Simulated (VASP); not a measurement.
Input of a VASP 6.6.1 run:

File INCAR:

```
SYSTEM = MgCdSe2
ALGO     = Normal         ! electronic algorithm
EDIFF    = 1E-6           ! SCF threshold, eV
ENCUT    = 520            ! plane-wave cutoff, eV
GGA      = PE             ! functional
ISIF     = 2              ! what is computed and relaxed
ISMEAR   = 0              ! smearing method
LASPH    = .True.         ! aspherical terms in the spheres
LCHARG   = .False.        ! write CHGCAR
LREAL    = .False.        ! projectors in reciprocal space
LWAVE    = .False.        ! write WAVECAR
NBANDS   = 21             ! bands
NELM     = 60             ! most SCF steps
PREC     = Accurate       ! precision mode
SIGMA    = 0.01           ! smearing width, eV
```

The input KPOINTS:

```
k-points
0
Gamma
  6 6 6
  0 0 0
```

File POSCAR:

```
MgCdSe2
1.0
    2.0306659183      1.1724055146      6.6261964810
   -2.0306659183      1.1724055146      6.6261964810
    0.0000000000     -2.3448110292      6.6261964811
Mg Cd Se
1 1 2
Direct
    1.0000000000      0.0000000000      0.0000000000
    0.5000000000      0.5000000000      0.5000000000
    0.2535083611      0.2535083611      0.2535083611
    0.7464916389      0.7464916389      0.7464916389
```

Potentials or basis: VASP PAW PBE potentials, release 64 (Mg, Cd, Se).

Run with:

```bash
$ cat potpaw_PBE.64/Mg/POTCAR potpaw_PBE.64/Cd/POTCAR potpaw_PBE.64/Se/POTCAR > POTCAR
$ mpirun -np 1 vasp_std > vasp.out
```

Task: Predict the band gap on the k mesh.

Result: 0.51 eV, indirect (least direct gap 0.71 eV).

Task: Estimate the pressure.

Result: -3.0 GPa.

 A k mesh can miss the band edges.
